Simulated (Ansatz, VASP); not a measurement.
Al5N in VASP and in Ansatz

```xyz
6
Lattice="4.8443 0.0000 0.0000 -2.4222 4.1953 0.0000 0.0000 0.0000 4.3395" Properties=species:S:1:pos:R:3 pbc="T T T"
Al    1.5318    0.0000    0.0000
Al   -0.7659    1.3266    0.0000
Al    1.6562    2.8687    0.0000
Al    0.0000    2.7969    2.1698
Al    2.4222    1.3984    2.1698
N     0.0000    0.0000    2.1698
```

Alike in both runs: functional PBE; k mesh 12 × 12 × 8; occupations gaussian, width 0.1 eV; no spin polarisation.

Ansatz relaxed the structure, and its values are those at the end. VASP's run is a single point on that final structure, the one shown.

|  | VASP | Ansatz |
| --- | --- | --- |
| version | VASP 6.6.1 | Ansatz 0.2.0 |
| potentials or method | VASP PAW PBE potentials, release 64 (Al, N), cutoff 520 eV | scalar-relativistic, plane waves, PAW |
| valence electrons in the cell | 20 | 20 |

```tsv
	VASP	Ansatz	Ansatz less VASP
gap on the k mesh at the Fermi level (eV)	none	none	-
pressure (GPa)	0.0	0.0	+0.05
```

A gap of «none» marks a metal or a gap that the smearing closes.
